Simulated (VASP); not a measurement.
# CdSe (Imm2) in VASP: relaxation of the atoms with PBEsol

Aim: the relaxation of the atoms of CdSe with PBEsol.

Everything below comes from runs of VASP 6.6.1. Logs are shortened: lines on timing, memory, paths and dates and some standing lists are left out, and cuts for length are marked.

## 1. The cell of the first run

The structure is orthorhombic, space group Imm2 (No. 44). Conventional cell: a = 4.258 Å, b = 4.345 Å, c = 6.021 Å, α = 90.00°, β = 90.00°, γ = 90.00°. Within 3.5 Å of Cd (site symmetry mm2) lie 4 Se at 2.62 to 2.63 Å. Se (site symmetry mm2) has 4 Cd at 2.62 to 2.63 Å within 3.5 Å.

## 2. Relaxation of the atoms, PBEsol (strained cell)

Contents of INCAR:

```
SYSTEM = CdSe
PREC = Accurate ; ENCUT = 450
EDIFF = 1E-7 ; ISMEAR = 0
SIGMA = 0.02 ; LREAL = .False.
LASPH = .True. ; NELM = 120
ALGO = Normal ; ISIF = 2
LWAVE = .False. ; LCHARG = .False.
GGA = PS ; IBRION = 2
NSW = 60 ; EDIFFG = -0.002
GGA_COMPAT = .False. ; NELMIN = 4
```

Contents of KPOINTS:

```
regular mesh
0
Gamma
  8 8 8
  0 0 0
```

Contents of POSCAR:

```
CdSe
1.0
    0.0306855549      3.0413479796      3.0106624247
    3.0413479796      0.0306855549      3.0106624247
    3.0720335345      3.0720335345      0.0000000000
Cd Se
1 1
Direct
    0.0020033729      0.0020033729     -0.0020033729
    0.2479966271      0.2479966271      0.2520033729
```

Potentials or basis: VASP PAW PBE potentials, release 64 (Cd, Se).

Run with:

```console
> cat potpaw_PBE.64/Cd/POTCAR potpaw_PBE.64/Se/POTCAR > POTCAR
> mpirun -np 1 vasp_std > vasp.out
```

OUTCAR:

```text
SYSTEM = CdSe
   PREC = Accurate
   ENCUT = 450
   EDIFF = 1E-7
   ISMEAR = 0
   LREAL = .False.
   LASPH = .True.
   NELM = 120
   ISIF = 2
   GGA = PS
   IBRION = 2
   NSW = 60
   EDIFFG = -0.002
   NELMIN = 4

 ion  position               nearest neighbor table
   1  0.002  0.002  0.998-   2 2.62   2 2.62   2 2.63   2 2.63
   2  0.248  0.248  0.252-   1 2.62   1 2.62   1 2.63   1 2.63

  LATTYP: Found a body centered orthorhombic cell.
 ALAT       =     4.2577196327
 B/A-ratio  =     1.0203845869
 C/A-ratio  =     1.4142135624

  Lattice vectors:

 A1 = (   3.0413479796,   0.0306855549,  -3.0106624247)
 A2 = (  -3.0413479796,  -0.0306855549,  -3.0106624247)
 A3 = (   0.0306855549,   3.0413479796,   3.0106624247)

Analysis of symmetry for initial positions (statically):
=====================================================================
 Subroutine PRICEL returns:
 Original cell was already a primitive cell.

 Routine SETGRP: Setting up the symmetry group for a
 body centered orthorhombic supercell.

 Subroutine GETGRP returns: Found  4 space group operations
 (whereof  4 operations were pure point group operations)
 out of a pool of  8 trial point group operations.

The static configuration has the point symmetry C_2v.

Analysis of symmetry for dynamics (positions and initial velocities):
=====================================================================
 Subroutine PRICEL returns:
 Original cell was already a primitive cell.

 Routine SETGRP: Setting up the symmetry group for a
 body centered orthorhombic supercell.

 Subroutine GETGRP returns: Found  4 space group operations
 (whereof  4 operations were pure point group operations)
 out of a pool of  8 trial point group operations.

The dynamic configuration has the point symmetry C_2v.

 Subroutine INISYM returns: Found  4 space group operations
 (whereof  4 operations are pure point group operations),
 and found     1 'primitive' translations

----------------------------------------------------------------------------------------

                                     Primitive cell

  volume of cell :      55.6904

  direct lattice vectors                    reciprocal lattice vectors
     0.030685555  3.041347980  3.010662425    -0.166076408  0.166076408  0.166076408
     3.041347980  0.030685555  3.010662425     0.166076408 -0.166076408  0.166076408
     3.072033535  3.072033535  0.000000000     0.162758640  0.162758640 -0.166076408

  length of vectors
     4.279582617  4.279582617  4.344511489     0.287652776  0.287652776  0.283834675

  position of ions in fractional coordinates (direct lattice)
     0.002003373  0.002003373  0.997996627
     0.247996627  0.247996627  0.252003373

  ion indices of the primitive-cell ions
   primitive index   ion index
                 1           1
                 2           2

----------------------------------------------------------------------------------------

 KPOINTS: regular mesh

Automatic generation of k-mesh.
 Grid dimensions read from file:
 generate k-points for:    8    8    8

 Generating k-lattice:

  Cartesian coordinates                     Fractional coordinates (reciprocal lattice)
    -0.020759551  0.020759551  0.020759551     0.125000000  0.000000000  0.000000000
     0.020759551 -0.020759551  0.020759551     0.000000000  0.125000000  0.000000000
     0.020344830  0.020344830 -0.020759551    -0.000000000 -0.000000000  0.125000000

  Length of vectors
     0.035956597  0.035956597  0.035479334

  Shift w.r.t. Gamma in fractional coordinates (k-lattice)
     0.000000000  0.000000000  0.000000000

 Subroutine IBZKPT returns following result:
 ===========================================

 Found     95 irreducible k-points:

 Following reciprocal coordinates:
            Coordinates               Weight
  0.000000  0.000000  0.000000      1.000000
  0.125000  0.000000  0.000000      4.000000
  0.250000  0.000000  0.000000      4.000000
  0.375000  0.000000  0.000000      4.000000
  0.500000  0.000000  0.000000      2.000000
  0.125000  0.125000  0.000000      2.000000
[... 16 lines left out ...]
  0.125000  0.000000  0.125000      4.000000
  0.250000  0.000000  0.125000      8.000000
 [... further k-points ...]
   k-points           NKPTS =     95   k-points in BZ     NKDIM =     95   number of bands    NBANDS=     13
   number of dos      NEDOS =    301   number of ions     NIONS =      2
   total plane-waves  NPLWV =  27000
   dimension x,y,z NGX =    30 NGY =   30 NGZ =   30
   dimension x,y,z NGXF=    60 NGYF=   60 NGZF=   60
   ions per type =               1   1
   NGX,Y,Z   is equivalent  to a cutoff of  11.65, 11.65, 11.48 a.u.
   NGXF,Y,Z  is equivalent  to a cutoff of  23.31, 23.31, 22.96 a.u.
 SYSTEM =  CdSe
   PREC   = accura    normal or accurate (medium, high low for compatibility)
   ISTART =      0    job   : 0-new  1-cont  2-samecut
   ICHARG =      2    charge: 1-file 2-atom 10-const
   ISPIN  =      1    spin polarized calculation?
   LNONCOLLINEAR =      F non collinear calculations
   LSORBIT =      F    spin-orbit coupling
   LASPH  =      T    aspherical Exc in radial PAW
   ENCUT  =  450.0 eV  33.07 Ry    5.75 a.u.   7.40  7.40  7.51*2*pi/ulx,y,z
   NELM   =    120;   NELMIN=  4; NELMDL= -5     # of ELM steps
   EDIFF  = 0.1E-06   stopping-criterion for ELM
   LREAL  =      F    real-space projection
   EDIFFG = -.2E-02   stopping-criterion for IOM
   NSW    =     60    number of steps for IOM
   IBRION =      2    ionic relax: 0-MD 1-quasi-New 2-CG
   NFREE  =      1    steps in history (QN), initial steepest desc. (CG)
   ISIF   =      2    stress and relaxation
   ISYM   =      2    0-nonsym 1-usesym 2-fastsym
   POTIM  = 0.5000    time-step for ionic-motion
   TEBEG  =    0.0;   TEEND  =   0.0 temperature during run
   PSTRESS=    0.0 pullay stress
   NELECT =      18.0000    total number of electrons
   NUPDOWN=      -1.0000    fix difference up-down
   EMIN   =  10.00;   EMAX   =-10.00  energy-range for DOS
   EFERMI =   0.00;   METHOD = LEGACY
   ISMEAR =     0;   SIGMA  =   0.02  broadening in eV -4-tet -1-fermi 0-gaus
   EFERMI_NEDOS =   21; number of points for ismear=-14 and -15
   IALGO  =     38    algorithm
   IMIX   =      4    mixing-type and parameters
     AMIX     =   0.40;   BMIX     =  1.00
     AMIX_MAG =   1.60;   BMIX_MAG =  1.00
  volume/ion in A,a.u.               =      27.85       187.91
  Fermi-wavevector in a.u.,A,eV,Ry     =   1.123498  2.123103 17.173924  1.262248
  Thomas-Fermi vector in A             =   2.260165
   LORBIT       =      0    0 simple, 1 ext, 2 COOP (PROOUT), +10 PAW based schemes
   GGA     = PS    functional components
   LHFCALC =     F    Hartree Fock is set to
   AEXX    =    0.0000 exact exchange contribution
   IVDW    =     0    specifies the selected vdW correction
   LEPSILON=     F    determine dielectric tensor
   LRPA    =     F    only Hartree local field effects (RPA)
 conjugate gradient relaxation of ions
 non-spin polarized calculation
 Gauss-broadening in eV      SIGMA  =   0.02
  energy-cutoff  :      450.00
  volume of cell :       55.69
 maximum number of plane-waves:      1243
 NGX is ok and might be reduce to    30
   NGX = 15   NGY = 15   NGZ = 15

--------------------------------------- Ionic step        1  -------------------------------------------

 number of electron      18.0000005 magnetization

 Free energy of the ion-electron system (eV)
  ---------------------------------------------------
  ext. energy  EPLUGINS =         0.00000000
  ---------------------------------------------------
  free energy    TOTEN  =        -6.17266166 eV

  energy without entropy =       -6.17266166  energy(sigma->0) =       -6.17266166

------------------------ aborting loop because EDIFF is reached ----------------------------------------

  FORCE on cell =-STRESS in cart. coord.  units (eV):
  Direction    XX          YY          ZZ          XY          YZ          ZX
  --------------------------------------------------------------------------------------
  -------------------------------------------------------------------------------------
  Total        0.2379079      0.2379079      0.2954910     -0.1741347      0.0000000      0.0000000
  in kB        6.8444639      6.8444639      8.5010920     -5.0097475      0.0000000      0.0000000
  external PRESSURE =       7.3966733 kB  Pullay stress =       0.0000000 kB

 VOLUME and BASIS-vectors are now :
 -----------------------------------------------------------------------------
  energy-cutoff  :      450.00
  volume of cell :       55.69
      direct lattice vectors                 reciprocal lattice vectors
     0.030685555  3.041347980  3.010662425    -0.166076408  0.166076408  0.166076408
     3.041347980  0.030685555  3.010662425     0.166076408 -0.166076408  0.166076408
     3.072033535  3.072033535  0.000000000     0.162758640  0.162758640 -0.166076408
[... 37 lines left out ...]
 POSITION                                       TOTAL-FORCE (eV/Angst)
 -----------------------------------------------------------------------------------
      3.07203      3.07203      0.01274        -0.000000     -0.000000      0.007320
      1.53602      1.53602      1.49259         0.000000      0.000000     -0.007320
 -----------------------------------------------------------------------------------
    total drift:                               -0.000000     -0.000000     -0.000921

  FREE ENERGIE OF THE ION-ELECTRON SYSTEM (eV)
  ---------------------------------------------------
  free  energy   TOTEN  =        -6.1726762827 eV

  energy  without entropy=       -6.1726762827  energy(sigma->0) =       -6.17267628

--------------------------------------- Ionic step        3  -------------------------------------------

 number of electron      18.0000005 magnetization

 Free energy of the ion-electron system (eV)
  ---------------------------------------------------
  ext. energy  EPLUGINS =         0.00000000
  ---------------------------------------------------
  free energy    TOTEN  =        -6.17268181 eV

  energy without entropy =       -6.17268181  energy(sigma->0) =       -6.17268181

 E-fermi :   1.0724     XC(G=0):  -9.1458

 val. band max:        0.9282502492   @ k =   0.0000   0.0000   0.0000
 cond. band min:       1.3930292443   @ k =   0.0000   0.0000   0.0000
 fundamental gap:      0.4647789951
 Fermi energy:         1.0724232799

 k-point     1 :       0.0000    0.0000    0.0000
  band No.  band energies     occupation
      1     -11.7876      2.00000
      2      -7.0622      2.00000
      3      -7.0528      2.00000
      4      -7.0514      2.00000
      5      -6.6651      2.00000
      6      -6.6622      2.00000
      7       0.8374      2.00000
      8       0.9105      2.00000
      9       0.9283      2.00000
     10       1.3930      0.00000
     11       6.6395      0.00000
     12       6.7512      0.00000
     13       6.8624      0.00000

 k-point     2 :       0.1250    0.0000    0.0000
  band No.  band energies     occupation
      1     -11.7307      2.00000
      2      -7.0436      2.00000
      3      -7.0346      2.00000
      4      -7.0040      2.00000
      5      -6.6662      2.00000
      6      -6.6631      2.00000
      7      -0.3355      2.00000
      8       0.7020      2.00000
      9       0.7880      2.00000
     10       2.4229      0.00000
     11       6.5712      0.00000
[... 339 lines left out ...]
 k-point    24 :       0.2500    0.0000    0.1250
  band No.  band energies     occupation
      1     -11.6015      2.00000
      2      -6.9989      2.00000
      3      -6.9770      2.00000
      4      -6.8920      2.00000
      5      -6.6790      2.00000
      6      -6.6452      2.00000
      7      -1.4662      2.00000
      8       0.1872      2.00000
      9       0.2595      2.00000
     10       3.5346      0.00000
     11       5.8190      0.00000
     12       7.4817      0.00000
     13       7.7294      0.00000

 [... further k-points ...]

------------------------ aborting loop because EDIFF is reached ----------------------------------------

  FORCE on cell =-STRESS in cart. coord.  units (eV):
  Direction    XX          YY          ZZ          XY          YZ          ZX
  --------------------------------------------------------------------------------------
  -------------------------------------------------------------------------------------
  Total        0.2381117      0.2381117      0.2951816     -0.1549904      0.0000000      0.0000000
  in kB        6.8503257      6.8503257      8.4921928     -4.4589791      0.0000000      0.0000000
  external PRESSURE =       7.3976147 kB  Pullay stress =       0.0000000 kB

 VOLUME and BASIS-vectors are now :
 -----------------------------------------------------------------------------
  energy-cutoff  :      450.00
  volume of cell :       55.69
      direct lattice vectors                 reciprocal lattice vectors
     0.030685555  3.041347980  3.010662425    -0.166076408  0.166076408  0.166076408
     3.041347980  0.030685555  3.010662425     0.166076408 -0.166076408  0.166076408
     3.072033535  3.072033535  0.000000000     0.162758640  0.162758640 -0.166076408

 POSITION                                       TOTAL-FORCE (eV/Angst)
 -----------------------------------------------------------------------------------
      3.07203      3.07203      0.01348         0.000000      0.000000     -0.000103
      1.53602      1.53602      1.49185        -0.000000     -0.000000      0.000103
 -----------------------------------------------------------------------------------
    total drift:                               -0.000000     -0.000000     -0.000900

  FREE ENERGIE OF THE ION-ELECTRON SYSTEM (eV)
  ---------------------------------------------------
  free  energy   TOTEN  =        -6.1726818067 eV

  energy  without entropy=       -6.1726818067  energy(sigma->0) =       -6.17268181

 reached required accuracy - stopping structural energy minimisation
```

Wall time 2.2 min (1 thread of Intel Xeon 8259CL, shared host); peak memory 0.21 GiB.

What came out:

```yaml
Free_energy: -6.1727 eV
Energy_gained_by_relaxing: 0.0 meV/atom
Ionic_steps: 3
Pressure_after_relaxing: 0.7 GPa
Band_gap_on_the_k_mesh: 0.46 eV
```

Stress tensor (GPa, compression positive):
```
 0.69 -0.45  0.00
-0.45  0.69  0.00
 0.00  0.00  0.85
```

Final structure:
```
Cd Se
1.0
     0.03069    3.04135    3.01066
     3.04135    0.03069    3.01066
     3.07203    3.07203    0.00000
Cd Se
1 1
Direct
  0.00224 0.00224 0.99776
  0.24776 0.24776 0.25224
```

Caveat: the cell differs from its parent crystal (strained cell); semilocal functionals underestimate gaps, and a narrow one can read as zero; the PAW data sets were made with another functional, which shifts forces and pressure a little.
